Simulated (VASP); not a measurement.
Here is a VASP 6.6.1 calculation.

File INCAR:

```
SYSTEM = Ga
ALGO = Normal ; EDIFF = 1E-8
ENCUT = 520 ; GGA = CA
ISIF = 2 ; ISMEAR = -1
ISYM = 0 ; LASPH = .TRUE.
LCHARG = .FALSE. ; LEFG = .TRUE.
LREAL = .FALSE. ; LWAVE = .FALSE.
NBANDS = 12 ; NELM = 60
PREC = Accurate ; SIGMA = 0.05
```

KPOINTS

```
k-points
0
G
  14 14 16
  0 0 0
```

The input POSCAR:

```
Ga
1.0
   -1.3753388966      1.3753388966      2.1834974363
    1.3753388966     -1.3753388966      2.1834974363
    1.3753388966      1.3753388966     -2.1834974363
Ga
1
Direct
    0.0000000000      0.0000000000      0.0000000000
```

Potentials or basis: VASP PAW LDA potentials, release 64 (Ga_d).

Launch:

```bash
$ cat potpaw_LDA.64/Ga_d/POTCAR > POTCAR
$ mpirun -np 1 vasp_std > vasp.out
```

What does it give for the band gap on the k mesh?

Zero (an odd number of electrons rules out a gap without spin polarisation).

Predict the pressure.

2.7 GPa.

Stress tensor (GPa, compression positive):
```
2.76 0.13 0.11
0.13 2.76 0.11
0.11 0.11 2.44
```

Caveat: without QUAD_EFG the Cq values of the log hold for a quadrupole moment of 1 mb, not for the nuclei.
